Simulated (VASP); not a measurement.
# MoS2 (R3m) in VASP: single point with r2SCAN

Aim: the single point of MoS2 with r2SCAN.

All numbers are computed with VASP 6.6.1; they aren't measurements. Logs are shortened: lines on timing, memory, paths and dates and some standing lists are left out, and cuts for length are marked.

## (1) The cell of the first run

The structure is trigonal, space group R3m (No. 160). Conventional cell: a = 3.185 Å, b = 3.185 Å, c = 19.491 Å, α = 90.00°, β = 90.00°, γ = 120.00°. Mo (site symmetry 3m) has 6 S at 2.41 Å and 6 Mo at 3.18 Å within 3.2 Å. S (site symmetry 3m) has 3 Mo at 2.41 Å and 7 S at 3.10 to 3.18 Å within 3.2 Å. S (site symmetry 3m) has 3 Mo at 2.41 Å and 7 S at 3.10 to 3.18 Å within 3.2 Å.

## (2) Single point, r2SCAN

File POSCAR:

```
MoS2
1.0
    1.5924975111      0.9194288667      6.4970045530
   -1.5924975111      0.9194288667      6.4970045530
    0.0000000000     -1.8388577334      6.4970045530
Mo S
1 2
Direct
    0.0001073013      0.0001073013      0.0001073013
    0.2538005345      0.2538005345      0.2538005345
    0.4130921642      0.4130921642      0.4130921642
```

File INCAR.step1:

```
SYSTEM = MoS2
ALGO = Normal
EDIFF = 1E-4
ENCUT = 520
GGA = PE
ISMEAR = 0
LASPH = .TRUE.
LCHARG = .FALSE.
LREAL = .FALSE.
LWAVE = .TRUE.
NBANDS = 20
NELM = 60
PREC = Accurate
SIGMA = 0.02
```

File INCAR.step2:

```
SYSTEM = MoS2
ALGO = Normal
EDIFF = 1E-6
ENCUT = 520
ISIF = 2
ISMEAR = 0
ISTART = 1
LASPH = .TRUE.
LCHARG = .FALSE.
LMIXTAU = .TRUE.
LREAL = .FALSE.
LWAVE = .FALSE.
METAGGA = R2SCAN
NBANDS = 20
NELM = 60
PREC = Accurate
SIGMA = 0.02
```

File KPOINTS:

```
k-points
0
G
  12 12 12
  0 0 0
```

Potentials or basis: VASP PAW PBE potentials, release 64 (Mo_sv, S).

Command:

```bash
> cat potpaw_PBE.64/Mo_sv/POTCAR potpaw_PBE.64/S/POTCAR > POTCAR
> cp INCAR.step1 INCAR
> mpirun -np 1 vasp_std > vasp.out
> cp INCAR.step2 INCAR
> mpirun -np 1 vasp_std > vasp.out
```

OUTCAR:

```text
SYSTEM = MoS2
   EDIFF = 1E-6
   ENCUT = 520
   ISIF = 2
   ISMEAR = 0
   ISTART = 1
   LASPH = .TRUE.
   LREAL = .FALSE.
   METAGGA = R2SCAN
   NELM = 60
   PREC = Accurate

 ion  position               nearest neighbor table
   1  0.000  0.000  0.000-   2 2.41   2 2.41   2 2.41   3 2.41   3 2.41   3 2.41
   2  0.254  0.254  0.254-   1 2.41   1 2.41   1 2.41
   3  0.413  0.413  0.413-   1 2.41   1 2.41   1 2.41

  LATTYP: Found a trigonal (rhomboedric) cell.
 ALAT       =     6.7522193333
 COS(alpha) =     0.8887514298

  Lattice vectors:

 A1 = (   1.5924975111,   0.9194288667,   6.4970045530)
 A2 = (  -1.5924975111,   0.9194288667,   6.4970045530)
 A3 = (   0.0000000000,  -1.8388577334,   6.4970045530)

Analysis of symmetry for initial positions (statically):
=====================================================================
 Subroutine PRICEL returns:
 Original cell was already a primitive cell.

 Routine SETGRP: Setting up the symmetry group for a
 trigonal (rhombohedral) supercell.

 Subroutine GETGRP returns: Found  6 space group operations
 (whereof  6 operations were pure point group operations)
 out of a pool of 12 trial point group operations.

The static configuration has the point symmetry C_3v.

Analysis of symmetry for dynamics (positions and initial velocities):
=====================================================================
 Subroutine PRICEL returns:
 Original cell was already a primitive cell.

 Routine SETGRP: Setting up the symmetry group for a
 trigonal (rhombohedral) supercell.

 Subroutine GETGRP returns: Found  6 space group operations
 (whereof  6 operations were pure point group operations)
 out of a pool of 12 trial point group operations.

The dynamic configuration has the point symmetry C_3v.

 Subroutine INISYM returns: Found  6 space group operations
 (whereof  6 operations are pure point group operations),
 and found     1 'primitive' translations

----------------------------------------------------------------------------------------

                                     Primitive cell

  volume of cell :      57.0770

  direct lattice vectors                    reciprocal lattice vectors
     1.592497511  0.919428867  6.497004553     0.313972233  0.181271953  0.051305695
    -1.592497511  0.919428867  6.497004553    -0.313972233  0.181271953  0.051305695
     0.000000000 -1.838857733  6.497004553     0.000000000 -0.362543907  0.051305695

  length of vectors
     6.752219333  6.752219333  6.752219333     0.366156194  0.366156194  0.366156194

  position of ions in fractional coordinates (direct lattice)
     0.000107301  0.000107301  0.000107301
     0.253800535  0.253800535  0.253800535
     0.413092164  0.413092164  0.413092164

  ion indices of the primitive-cell ions
   primitive index   ion index
                 1           1
                 2           2
                 3           3

----------------------------------------------------------------------------------------

 KPOINTS: k-points

Automatic generation of k-mesh.
 Grid dimensions read from file:
 generate k-points for:   12   12   12

 Generating k-lattice:

  Cartesian coordinates                     Fractional coordinates (reciprocal lattice)
     0.026164353  0.015105996  0.004275475     0.083333333  0.000000000  0.000000000
    -0.026164353  0.015105996  0.004275475     0.000000000  0.083333333  0.000000000
     0.000000000 -0.030211992  0.004275475     0.000000000  0.000000000  0.083333333

  Length of vectors
     0.030513016  0.030513016  0.030513016

  Shift w.r.t. Gamma in fractional coordinates (k-lattice)
     0.000000000  0.000000000  0.000000000

 Subroutine IBZKPT returns following result:
 ===========================================

 Found    189 irreducible k-points:

 Following reciprocal coordinates:
            Coordinates               Weight
  0.000000  0.000000  0.000000      1.000000
  0.083333  0.000000  0.000000      6.000000
  0.166667  0.000000  0.000000      6.000000
  0.250000  0.000000 -0.000000      6.000000
  0.333333  0.000000  0.000000      6.000000
  0.416667  0.000000  0.000000      6.000000
[... 16 lines left out ...]
  0.500000  0.166667 -0.000000     12.000000
 -0.416667  0.166667 -0.000000     12.000000
 [... further k-points ...]
   k-points           NKPTS =    189   k-points in BZ     NKDIM =    189   number of bands    NBANDS=     20
   number of dos      NEDOS =    301   number of ions     NIONS =      3
   total plane-waves  NPLWV = 125000
   dimension x,y,z NGX =    50 NGY =   50 NGZ =   50
   dimension x,y,z NGXF=   100 NGYF=  100 NGZF=  100
   ions per type =               1   2
   NGX,Y,Z   is equivalent  to a cutoff of  12.31, 12.31, 12.31 a.u.
   NGXF,Y,Z  is equivalent  to a cutoff of  24.62, 24.62, 24.62 a.u.
 SYSTEM =  MoS2
   PREC   = accura    normal or accurate (medium, high low for compatibility)
   ISTART =      1    job   : 0-new  1-cont  2-samecut
   ICHARG =      0    charge: 1-file 2-atom 10-const
   ISPIN  =      1    spin polarized calculation?
   LNONCOLLINEAR =      F non collinear calculations
   LSORBIT =      F    spin-orbit coupling
   LASPH  =      T    aspherical Exc in radial PAW
   ENCUT  =  520.0 eV  38.22 Ry    6.18 a.u.  12.55 12.55 12.55*2*pi/ulx,y,z
   NELM   =     60;   NELMIN=  2; NELMDL=  0     # of ELM steps
   EDIFF  = 0.1E-05   stopping-criterion for ELM
   LREAL  =      F    real-space projection
   EDIFFG = 0.1E-04   stopping-criterion for IOM
   NSW    =      0    number of steps for IOM
   IBRION =     -1    ionic relax: 0-MD 1-quasi-New 2-CG
   NFREE  =      0    steps in history (QN), initial steepest desc. (CG)
   ISIF   =      2    stress and relaxation
   ISYM   =      2    0-nonsym 1-usesym 2-fastsym
   POTIM  = 0.5000    time-step for ionic-motion
   TEBEG  =    0.0;   TEEND  =   0.0 temperature during run
   PSTRESS=    0.0 pullay stress
   NELECT =      26.0000    total number of electrons
   NUPDOWN=      -1.0000    fix difference up-down
   EMIN   =  10.00;   EMAX   =-10.00  energy-range for DOS
   EFERMI =   0.00;   METHOD = LEGACY
   ISMEAR =     0;   SIGMA  =   0.02  broadening in eV -4-tet -1-fermi 0-gaus
   EFERMI_NEDOS =   21; number of points for ismear=-14 and -15
   IALGO  =     38    algorithm
   IMIX   =      4    mixing-type and parameters
     AMIX     =   0.40;   BMIX     =  1.00
     AMIX_MAG =   1.60;   BMIX_MAG =  1.00
  volume/ion in A,a.u.               =      19.03       128.39
  Fermi-wavevector in a.u.,A,eV,Ry     =   1.259637  2.380369 21.588175  1.586686
  Thomas-Fermi vector in A             =   2.393187
   LORBIT       =      0    0 simple, 1 ext, 2 COOP (PROOUT), +10 PAW based schemes
   METAGGA = R2SCAN    functional components
   LHFCALC =     F    Hartree Fock is set to
   AEXX    =    0.0000 exact exchange contribution
   IVDW    =     0    specifies the selected vdW correction
   LEPSILON=     F    determine dielectric tensor
   LRPA    =     F    only Hartree local field effects (RPA)
 non-spin polarized calculation
 Gauss-broadening in eV      SIGMA  =   0.02
  energy-cutoff  :      520.00
  volume of cell :       57.08
 maximum number of plane-waves:      1556
   NGX = 25   NGY = 25   NGZ = 25

 number of electron      25.9999999 magnetization

 Free energy of the ion-electron system (eV)
  ---------------------------------------------------
  ext. energy  EPLUGINS =         0.00000000
  ---------------------------------------------------
  free energy    TOTEN  =       -45.04077211 eV

  energy without entropy =      -45.04077211  energy(sigma->0) =      -45.04077211

 E-fermi :   6.6385     XC(G=0): -11.0340

 val. band max:        6.4670615833   @ k =   0.5000   0.5000   0.5000
 cond. band min:       7.6362353658   @ k =  -0.1667   0.5000   0.1667
 fundamental gap:      1.1691737825
 Fermi energy:         6.6384789275

 k-point     1 :       0.0000    0.0000    0.0000
  band No.  band energies     occupation
      1     -56.9116      2.00000
      2     -30.3241      2.00000
      3     -30.1156      2.00000
      4     -30.1156      2.00000
      5      -8.9543      2.00000
      6      -7.3748      2.00000
[... 12 lines left out ...]
     19      14.7899      0.00000
     20      15.5413      0.00000

 k-point     2 :       0.0833    0.0000    0.0000
  band No.  band energies     occupation
      1     -56.9088      2.00000
      2     -30.3186      2.00000
      3     -30.1430      2.00000
      4     -30.1218      2.00000
      5      -8.8464      2.00000
      6      -7.3383      2.00000
[... 12 lines left out ...]
     19      14.9103      0.00000
     20      15.9916      0.00000

 k-point     3 :       0.1667    0.0000    0.0000
  band No.  band energies     occupation
      1     -56.9013      2.00000
      2     -30.3036      2.00000
      3     -30.2171      2.00000
      4     -30.1387      2.00000
      5      -8.5396      2.00000
      6      -7.2346      2.00000
[... 12 lines left out ...]
     19      15.2900      0.00000
     20      16.3914      0.00000

 k-point     4 :       0.2500    0.0000   -0.0000
  band No.  band energies     occupation
      1     -56.8910      2.00000
      2     -30.3170      2.00000
      3     -30.2830      2.00000
      4     -30.1616      2.00000
      5      -8.0853      2.00000
      6      -7.0824      2.00000
[... 12 lines left out ...]
     19      15.4181      0.00000
     20      15.8171      0.00000

 k-point     5 :       0.3333    0.0000    0.0000
  band No.  band energies     occupation
      1     -56.8807      2.00000
      2     -30.4155      2.00000
      3     -30.2624      2.00000
      4     -30.1844      2.00000
      5      -7.5759      2.00000
      6      -6.9156      2.00000
[... 12 lines left out ...]
     19      14.2599      0.00000
     20      14.9424      0.00000

 k-point     6 :       0.4167    0.0000    0.0000
  band No.  band energies     occupation
      1     -56.8731      2.00000
      2     -30.4866      2.00000
      3     -30.2472      2.00000
      4     -30.2011      2.00000
      5      -7.1519      2.00000
      6      -6.7830      2.00000
[... 12 lines left out ...]
     19      14.1058      0.00000
     20      14.5723      0.00000

 k-point     7 :       0.5000    0.0000   -0.0000
  band No.  band energies     occupation
      1     -56.8703      2.00000
      2     -30.5125      2.00000
      3     -30.2416      2.00000
      4     -30.2072      2.00000
      5      -6.9812      2.00000
      6      -6.7325      2.00000
[... 12 lines left out ...]
     19      14.0753      0.00000
     20      14.5058      0.00000
[... 277 lines left out ...]
 k-point    20 :       0.2500    0.1667    0.0000
  band No.  band energies     occupation
      1     -56.8948      2.00000
      2     -30.2906      2.00000
      3     -30.2758      2.00000
      4     -30.1582      2.00000
      5      -8.2432      2.00000
      6      -7.1610      2.00000
[... 12 lines left out ...]
     19      15.7211      0.00000
     20      16.0077      0.00000

 k-point    21 :       0.3333    0.1667   -0.0000
  band No.  band energies     occupation
      1     -56.8858      2.00000
      2     -30.3477      2.00000
      3     -30.2727      2.00000
      4     -30.1923      2.00000
      5      -7.8249      2.00000
      6      -7.0204      2.00000
[... 12 lines left out ...]
     19      15.4562      0.00000
     20      16.0988      0.00000

 k-point    22 :       0.4167    0.1667    0.0000
  band No.  band energies     occupation
      1     -56.8769      2.00000
      2     -30.4153      2.00000
      3     -30.2548      2.00000
      4     -30.2299      2.00000
      5      -7.3644      2.00000
      6      -6.8596      2.00000
[... 12 lines left out ...]
     19      15.0244      0.00000
     20      15.8537      0.00000

 k-point    23 :       0.5000    0.1667   -0.0000
  band No.  band energies     occupation
      1     -56.8703      2.00000
      2     -30.4630      2.00000
      3     -30.2587      2.00000
      4     -30.2417      2.00000
      5      -6.9922      2.00000
      6      -6.7254      2.00000
[... 12 lines left out ...]
     19      15.1869      0.00000
     20      15.7274      0.00000

 k-point    24 :      -0.4167    0.1667   -0.0000
  band No.  band energies     occupation
      1     -56.8679      2.00000
      2     -30.4802      2.00000
      3     -30.2694      2.00000
      4     -30.2369      2.00000
      5      -6.8505      2.00000
      6      -6.6680      2.00000
[... 12 lines left out ...]
     19      15.4351      0.00000
     20      15.7461      0.00000

 [... further k-points ...]

------------------------ aborting loop because EDIFF is reached ----------------------------------------

  FORCE on cell =-STRESS in cart. coord.  units (eV):
  Direction    XX          YY          ZZ          XY          YZ          ZX
  --------------------------------------------------------------------------------------
  -------------------------------------------------------------------------------------
  Total        0.0272244      0.0272244     -0.0068790      0.0000000      0.0000000      0.0000000
  in kB        0.7642013      0.7642013     -0.1930956      0.0000000      0.0000000      0.0000000
  external PRESSURE =       0.4451023 kB  Pullay stress =       0.0000000 kB

 VOLUME and BASIS-vectors are now :
 -----------------------------------------------------------------------------
  energy-cutoff  :      520.00
  volume of cell :       57.08
      direct lattice vectors                 reciprocal lattice vectors
     1.592497511  0.919428867  6.497004553     0.313972233  0.181271953  0.051305695
    -1.592497511  0.919428867  6.497004553    -0.313972233  0.181271953  0.051305695
     0.000000000 -1.838857733  6.497004553     0.000000000 -0.362543907  0.051305695

 POSITION                                       TOTAL-FORCE (eV/Angst)
 -----------------------------------------------------------------------------------
      0.00000      0.00000      0.00209         0.000000      0.000000     -0.001249
      0.00000      0.00000      4.94683         0.000000      0.000000     -0.001294
      0.00000      0.00000      8.05159         0.000000     -0.000000      0.002543
 -----------------------------------------------------------------------------------
    total drift:                                0.000000     -0.000000      0.000111

  FREE ENERGIE OF THE ION-ELECTRON SYSTEM (eV)
  ---------------------------------------------------
  free  energy   TOTEN  =       -45.0407721057 eV

  energy  without entropy=      -45.0407721057  energy(sigma->0) =      -45.04077211
```

Run time: 79 min. Hardware: 1 thread of Intel Xeon 8259CL, shared host; peak memory 0.51 GiB.

Results:

| Property | Result |
| --- | --- |
| Free energy | -45.0408 eV |
| Pressure | 0.0 GPa |
| Band gap on the k mesh | 1.17 eV (least direct gap 1.77 eV) |

Forces on the atoms (eV/Å):
```
Mo   0.000  0.000 -0.001
S    0.000  0.000 -0.001
S    0.000  0.000  0.003
```

Stress tensor (GPa, compression positive):
```
 0.08  0.00  0.00
 0.00  0.08  0.00
 0.00  0.00 -0.02
```

Levels at points of the mesh, in eV from the valence-band top:
| k point | band 11 | band 12 | band 13 | band 14 | band 15 | band 16 |
| --- | --- | --- | --- | --- | --- | --- |
| (0.00, 0.00, 0.00) | -2.24 | -1.55 | -0.90 | 2.34 | 2.34 | 2.65 |
| (0.50, 0.00, 0.00) | -2.38 | -1.65 | -1.29 | 1.81 | 2.28 | 3.80 |
| (0.50, 0.50, 0.00) | -2.76 | -1.74 | -1.16 | 1.79 | 2.36 | 3.45 |
| (0.50, 0.50, 0.50) | -2.22 | -2.22 | 0.00 | 2.39 | 2.39 | 2.59 |

Caveat: the PAW data sets were made with another functional, which shifts forces and pressure a little. A k mesh can miss the band edges.
